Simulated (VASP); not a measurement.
Crystal: AlV3N4.

```
Al V N
1.0
     4.61606    0.00000    0.00000
     0.00000    4.61606    0.00000
     0.00000    0.00000    4.61606
Al V N
1 3 4
Direct
  0.50000 0.50000 0.50000
  0.50000 0.00000 0.00000
  0.00000 0.00000 0.50000
  0.00000 0.50000 0.00000
  0.75000 0.25000 0.75000
  0.75000 0.75000 0.25000
  0.25000 0.25000 0.25000
  0.25000 0.75000 0.75000
```

```yaml
Program: VASP 6.6.1
Task: relaxation of cell and atoms
Functional: PBE
Potentials_or_basis: VASP PAW PBE potentials, release 64 (Al, V_sv, N)
Cutoff: 600 eV
k_mesh: 4 × 4 × 4
Occupations: gaussian, width 0.1 eV
Spin: collinear spin, ferromagnetic start
Starting_moments: "[0.0, 2.0, 2.0, 2.0, 0.0, 0.0, 0.0, 0.0] μB"
```

At the start: pressure -15.1 GPa; volume 12.29 Å³/atom.

Question: Where does the relaxation end?

Answer: Over 5 steps the energy falls by 82.4 meV/atom and the volume is 10.85 Å³/atom (-11.8 %); space group P-43m (No. 215, to 0.05 Å); moment 0.00 μB per cell.

The path:
```tsv
step	energy change (eV)	largest force (eV/Å)	pressure (GPa)	volume (Å³)
1	0.0000	0.2867	-15.14	98.36
2	-0.5077	0.3254	11.93	82.73
3	-0.6510	0.2988	-0.28	87.00
4	-0.6512	0.3003	0.27	86.78
5	-0.6593	0.0115	0.10	86.78
```

Final structure:
```
Al V N
1.0
     4.42726    0.00000    0.00000
     0.00000    4.42726    0.00000
     0.00000    0.00000    4.42726
Al V N
1 3 4
Direct
  0.50000 0.50000 0.50000
  0.50000 0.00000 0.00000
  0.00000 0.00000 0.50000
  0.00000 0.50000 0.00000
  0.74695 0.25305 0.74695
  0.74695 0.74695 0.25305
  0.25305 0.25305 0.25305
  0.25305 0.74695 0.74695
```
